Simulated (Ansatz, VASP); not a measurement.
# One calculation of Yb, two programs

```
Yb
1.0
     0.00000    2.74415    2.17666
     2.74415    0.00000    2.17666
     2.74415    2.74415    0.00000
Yb
1
Direct
  0.00000 0.00000 0.00000
```

Alike in both runs: task single point; functional PBE; k mesh 16 × 16 × 16; occupations gaussian, width 0.15 eV; no spin polarisation.

|  | VASP | Ansatz |
| --- | --- | --- |
| version | VASP 6.6.1 | Ansatz 0.2.0 |
| potentials or method | VASP PAW PBE potentials, release 64 (Yb), cutoff 520 eV | scalar-relativistic, plane waves, PAW |
| valence electrons in the cell | 24 | 24 |

Ansatz gave:

* gap on the k mesh at the Fermi level (eV): none
* pressure (GPa): 1.3
* traceless stress, the component that is largest in VASP (GPa): -0.49

Problem. Which values does VASP return?

Solution. gap on the k mesh at the Fermi level (eV): none; pressure (GPa): 1.1; traceless stress, the component that is largest in VASP (GPa): -0.49.

A gap of «none» marks a metal or a gap that the smearing closes.

Neither program's run includes spin-orbit coupling.
